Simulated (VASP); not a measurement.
# SnTe (Pm-3m) in VASP: a series of runs, part 2 of 2

VASP 6.6.1. The steps go on from the part before.

### 4 Single point, PBEsol

INCAR

```
SYSTEM = SnTe
ALGO = Normal
EDIFF = 1E-6
ENCUT = 520
GGA = PS
ISIF = 2
ISMEAR = -1
LASPH = .True.
LCHARG = .False.
LREAL = .False.
LWAVE = .False.
NBANDS = 17
NELM = 80
PREC = Accurate
SIGMA = 0.05
```

KPOINTS

```
k-points
0
Gamma
  7 7 7
  0 0 0
```

POSCAR

```
SnTe
1.0
    3.9047000000      0.0000000000      0.0000000000
    0.0000000000      3.9047000000      0.0000000000
    0.0000000000      0.0000000000      3.9047000000
Te Sn
1 1
Direct
    0.5000000000      0.5000000000      0.5000000000
    0.0000000000      0.0000000000      0.0000000000
```

Potentials or basis: VASP PAW PBE potentials, release 64 (Te, Sn_d).

Started as:

```bash
cat potpaw_PBE.64/Te/POTCAR potpaw_PBE.64/Sn_d/POTCAR > POTCAR
mpirun -np 1 vasp_std > vasp.out
```

OUTCAR:

```text
SYSTEM = SnTe
   EDIFF = 1E-6
   ENCUT = 520
   GGA = PS
   ISIF = 2
   ISMEAR = -1
   LASPH = .True.
   LREAL = .False.
   NELM = 80
   PREC = Accurate

 ion  position               nearest neighbor table
   1  0.500  0.500  0.500-   2 3.38   2 3.38   2 3.38   2 3.38   2 3.38   2 3.38   2 3.38   2 3.38

   2  0.000  0.000  0.000-   1 3.38   1 3.38   1 3.38   1 3.38   1 3.38   1 3.38   1 3.38   1 3.38

  LATTYP: Found a simple cubic cell.
 ALAT       =     3.9047000000

  Lattice vectors:

 A1 = (   3.9047000000,   0.0000000000,   0.0000000000)
 A2 = (   0.0000000000,   3.9047000000,   0.0000000000)
 A3 = (   0.0000000000,   0.0000000000,   3.9047000000)

Analysis of symmetry for initial positions (statically):
=====================================================================
 Subroutine PRICEL returns:
 Original cell was already a primitive cell.

 Routine SETGRP: Setting up the symmetry group for a
 simple cubic supercell.

 Subroutine GETGRP returns: Found 48 space group operations
 (whereof 48 operations were pure point group operations)
 out of a pool of 48 trial point group operations.

The static configuration has the point symmetry O_h .

Analysis of symmetry for dynamics (positions and initial velocities):
=====================================================================
 Subroutine PRICEL returns:
 Original cell was already a primitive cell.

 Routine SETGRP: Setting up the symmetry group for a
 simple cubic supercell.

 Subroutine GETGRP returns: Found 48 space group operations
 (whereof 48 operations were pure point group operations)
 out of a pool of 48 trial point group operations.

The dynamic configuration has the point symmetry O_h .

 Subroutine INISYM returns: Found 48 space group operations
 (whereof 48 operations are pure point group operations),
 and found     1 'primitive' translations

----------------------------------------------------------------------------------------
[... 105 lines left out ...]
   IALGO  =     38    algorithm
   IMIX   =      4    mixing-type and parameters
     AMIX     =   0.40;   BMIX     =  1.00
     AMIX_MAG =   1.60;   BMIX_MAG =  1.00
  volume/ion in A,a.u.               =      29.77       200.88
  Fermi-wavevector in a.u.,A,eV,Ry     =   1.138057  2.150615 17.621893  1.295173
  Thomas-Fermi vector in A             =   2.274761
   LORBIT       =      0    0 simple, 1 ext, 2 COOP (PROOUT), +10 PAW based schemes
   GGA     = PS    functional components
   LHFCALC =     F    Hartree Fock is set to
   AEXX    =    0.0000 exact exchange contribution
   IVDW    =     0    specifies the selected vdW correction
   LEPSILON=     F    determine dielectric tensor
   LRPA    =     F    only Hartree local field effects (RPA)
 non-spin polarized calculation
  energy-cutoff  :      520.00
  volume of cell :       59.53
 maximum number of plane-waves:      1614
 NGX is ok and might be reduce to    30
   NGX = 15   NGY = 15   NGZ = 15

 number of electron      19.9999983 magnetization

 Free energy of the ion-electron system (eV)
  ---------------------------------------------------
  ext. energy  EPLUGINS =         0.00000000
  ---------------------------------------------------
  free energy    TOTEN  =        -7.89786604 eV

  energy without entropy =       -7.87907640  energy(sigma->0) =       -7.88847122

 E-fermi :   6.8389     XC(G=0): -10.0162

 val. band max:        6.7777871093   @ k =   0.2857   0.1429   0.0000
 cond. band min:       6.8416003269   @ k =   0.4286   0.4286   0.4286
 fundamental gap:      0.0638132176
 Fermi energy:         6.8389359191

 k-point     1 :       0.0000    0.0000    0.0000
  band No.  band energies     occupation
      1     -14.5669      2.00000
      2     -14.5669      2.00000
      3     -14.5299      2.00000
      4     -14.5299      2.00000
      5     -14.5299      2.00000
      6      -5.4656      2.00000
[... 377 lines left out ...]
      4     -14.5172      2.00000
      5     -14.5172      2.00000
      6      -3.0936      2.00000
[... 9 lines left out ...]
     16      19.6337      0.00000
     17      21.5256      0.00000

------------------------ aborting loop because EDIFF is reached ----------------------------------------

  FORCE on cell =-STRESS in cart. coord.  units (eV):
  Direction    XX          YY          ZZ          XY          YZ          ZX
  --------------------------------------------------------------------------------------
  -------------------------------------------------------------------------------------
  Total       -1.4191050     -1.4191050     -1.4191050     -0.0000000     -0.0000000      0.0000000
  in kB      -38.1910932    -38.1910932    -38.1910932     -0.0000000     -0.0000000      0.0000000
  external PRESSURE =     -38.1910932 kB  Pullay stress =       0.0000000 kB

 VOLUME and BASIS-vectors are now :
 -----------------------------------------------------------------------------
  energy-cutoff  :      520.00
  volume of cell :       59.53
      direct lattice vectors                 reciprocal lattice vectors
     3.904700000  0.000000000  0.000000000     0.256101621  0.000000000  0.000000000
     0.000000000  3.904700000  0.000000000     0.000000000  0.256101621  0.000000000
     0.000000000  0.000000000  3.904700000     0.000000000  0.000000000  0.256101621

 POSITION                                       TOTAL-FORCE (eV/Angst)
 -----------------------------------------------------------------------------------
      1.95235      1.95235      1.95235         0.000000      0.000000      0.000000
      0.00000      0.00000      0.00000         0.000000      0.000000      0.000000
 -----------------------------------------------------------------------------------
    total drift:                               -0.000000     -0.000000     -0.000000

  FREE ENERGIE OF THE ION-ELECTRON SYSTEM (eV)
  ---------------------------------------------------
  free  energy   TOTEN  =        -7.8978660415 eV

  energy  without entropy=       -7.8790764008  energy(sigma->0) =       -7.88847122
```

Wall time 38 s (1 thread of AMD EPYC 7R13, shared host); peak memory 0.15 GiB.

What came out:

```yaml
Free_energy: -7.8979 eV
Pressure: -3.8 GPa
Band_gap_on_the_k_mesh: zero (band 10 reaches 7.08 eV, above the bottom of band 11 at 6.00 eV)
```

Caveat: the PAW data sets were made with another functional, which shifts forces and pressure a little; spin-orbit coupling is left out, which moves the levels of the heavy elements.

### 5 Overview

```tsv
level	potentials or basis	cell	gap on the mesh (eV)	pressure (GPa)
LDA	VASP PAW LDA potentials, release 64 (Te, Sn_d)	a = 3.905 Å, 2 atoms	none	-4.8
LDA	VASP PAW LDA potentials, release 64 (Te, Sn_d)	a = 3.931 Å, 2 atoms	none	-5.3
PBEsol	VASP PAW PBE potentials, release 64 (Te, Sn_d)	a = 3.905 Å, 2 atoms	none	-3.8
```

Alike in all rows: task single point; no spin polarisation; k mesh 7 × 7 × 7; cutoff (eV) 520; smearing fermi-dirac 0.05 eV.

Caveats: spin-orbit coupling is left out, which moves the levels of the heavy elements; the PAW data sets were made with another functional, which shifts forces and pressure a little (some runs).

Total energies depend on the potentials used, so only differences within one code and one set of settings carry meaning.
